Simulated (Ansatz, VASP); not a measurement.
## HfO2 in VASP and in Ansatz

POSCAR

```
HfO2
1.0
   -0.1753924679      2.4802489664      2.4802489664
    2.4802489664     -0.1753924679      2.4802489664
    2.4802489664      2.4802489664     -0.1753924679
Hf O
1 2
Direct
    0.0000000000      0.0000000000      0.0000000000
    0.2558979273      0.2558979273      0.2558979273
    0.7441020727      0.7441020727      0.7441020727
```

Contents of INCAR.step1:

```
PREC = Accurate
ENCUT = 520
ISMEAR = 0
SIGMA = 0.01
LREAL = F
LASPH = T
NELM = 60
NBANDS = 18
GGA = PE
ALGO = Normal
EDIFF = 1E-4
LWAVE = T
LCHARG = F
```

Contents of INCAR.step2:

```
PREC = Accurate
ENCUT = 520
EDIFF = 1E-7
ISMEAR = 0
SIGMA = 0.01
LREAL = F
LASPH = T
NELM = 60
ALGO = Normal
ISIF = 2
LWAVE = F
LCHARG = T
METAGGA = R2SCAN
LMIXTAU = T
LELF = T
LVHAR = T
NBANDS = 18
ISTART = 1
```

The input KPOINTS:

```
Automatic mesh
0
Gamma
  8 8 8
```

Input for Ansatz:

```yaml
crystal:
  lattice:
    - [-0.1753924679, 2.4802489664, 2.4802489664]
    - [2.4802489664, -0.1753924679, 2.4802489664]
    - [2.4802489664, 2.4802489664, -0.1753924679]
  atoms:
    - { symbol: Hf, position: [0.0, 0.0, 0.0] }
    - { symbol: O, position: [0.2558979273, 0.2558979273, 0.2558979273] }
    - { symbol: O, position: [0.7441020727, 0.7441020727, 0.7441020727] }
kpoints:
  mp_grid: { grid: [8, 8, 8] }
  band_path:
    path:
      - [0.0, 0.0, 0.0]
      - [0.5, 0.0, 0.5]
      - [0.625, 0.25, 0.625]
      - [0.375, 0.375, 0.75]
      - [0.5, 0.5, 0.5]
      - [0.5, 0.25, 0.75]
    npoints: 1
hamiltonian:
  xc: r2scan
scf:
  occupations: { method: fixed }
  n_extra_bands: 4
output:
  forces: true
  stress: true
  eigenvalues: true
  write_density: true
  write_potential: true
  elf: true
  volumetric_format: npy
```

Change from the starting cell: epitaxial_111 strain +5.0%.

Alike in both runs: task single point; functional r2SCAN; k mesh 8 × 8 × 8; no spin polarisation.

|  | VASP | Ansatz |
| --- | --- | --- |
| version | VASP 6.6.1 | Ansatz 0.2.0 |
| potentials or method | VASP PAW PBE potentials, release 64 (Hf_pv, O) | plane waves, PAW |
| plane-wave cutoff (eV) | 520 | 500 |
| occupations | gaussian, width 0.01 eV | fixed |
| valence electrons in the cell | 22 | 38 |

|  | VASP | Ansatz | Ansatz less VASP |
| --- | --- | --- | --- |
| gap on the k mesh at the Fermi level (eV) | 4.27 | 4.27 | -0.002 |
| pressure (GPa) | -13.0 | -9.5 | +3.52 |
| traceless stress, the component that is largest in VASP (GPa) | 4.46 | 4.73 | +0.275 |
| rms of the force components (eV/Å) | 0.031 | 0.003 | -0.0278 |

VASP's potentials were made for PBE, not for r2SCAN. Atom by atom the forces differ by 0.034 eV/Å (rms over components). VASP's potentials hold 22 valence electrons a cell and Ansatz's 38, so a difference there can come from the potentials and not from the codes.

Neither program's run includes spin-orbit coupling.
